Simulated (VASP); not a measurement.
Input of a VASP 6.6.1 run:

File INCAR:

```
SYSTEM = Cd
PREC = Accurate
ENCUT = 520
EDIFF = 1E-6
ISMEAR = -1
SIGMA = 0.1
LREAL = .False.
LASPH = .True.
NELM = 80
ALGO = Normal
ISIF = 2
LWAVE = .False.
LCHARG = .True.
GGA = B5
ALDAX = 1.0
AGGAX = 1.0
AGGAC = 1.0
ALDAC = 0.0
LELF = .True.
LVHAR = .True.
NBANDS = 25
```

File KPOINTS:

```
regular mesh
0
Gamma
  8 8 11
  0 0 0
```

Contents of POSCAR:

```
Cd
1.0
    5.4711953131      0.0000000000      0.0000000000
   -2.7355976565      4.7381941302      0.0000000000
    0.0000000000      0.0000000000      3.1648917881
Cd
3
Direct
    0.0000000000      0.0000000000      0.0000000000
    0.3333333333      0.6666666667      0.5000000000
    0.6666666667      0.3333333333      0.5000000000
```

Potentials or basis: VASP PAW PBE potentials, release 64 (Cd).

The run is started by

```sh
$ cat potpaw_PBE.64/Cd/POTCAR > POTCAR
$ mpirun -np 1 vasp_std > vasp.out
```

Question: Predict the band gap on the k mesh.

Answer: Zero (bands 18 and 19 overlap by 3.86 eV).

Question: Estimate the pressure.

Answer: 0.7 GPa.

Stress tensor (GPa, compression positive):
```
0.72 0.00 0.00
0.00 0.72 0.00
0.00 0.00 0.61
```

Caveat: the PAW data sets were made with another functional, which shifts forces and pressure a little.
